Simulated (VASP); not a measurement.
C: single point with revPBE

C:

```xyz
1
Lattice="1.7268 0.0000 0.0000 0.0000 1.7268 0.0000 0.0000 0.0000 1.7268" Properties=species:S:1:pos:R:3 pbc="T T T"
C     0.0000    0.0000    0.0000
```

This cell differs from its parent crystal: volume scaled by 0.92.

```
Program             : VASP 6.6.1
Task                : single point
Functional          : revPBE
Potentials or basis : VASP PAW PBE potentials, release 64 (C)
Cutoff              : 520 eV
k mesh              : 20 × 20 × 20
Occupations         : fermi-dirac, width 0.1 eV
Spin                : no spin polarisation
```

The pressure is 35.8 GPa. The band gap on the k mesh is zero (band 2 reaches 22.29 eV, above the bottom of band 3 at 9.85 eV).

Levels at points of the mesh, in eV from the Fermi level:
```
           k point  band 1  band 2  band 3  band 4  band 5  band 6
(0.00, 0.00, 0.00)  -23.42   10.06   10.06   10.06   26.25   26.25
(0.50, 0.00, 0.00)  -13.22  -13.20   13.73   13.73   31.22   34.56
(0.50, 0.50, 0.00)   -6.58   -6.58   -2.38    7.93   16.71   43.79
(0.50, 0.50, 0.50)   -1.07   -1.07   -1.07   10.25   17.73   17.73
```

Wall time 9.9 s on 1 thread of AMD EPYC 7R43 64-Core Processor (Zen 3), with other jobs on the host, peak memory 0.07 GiB.

Caveat: the PAW data sets were made with another functional, which shifts forces and pressure a little.
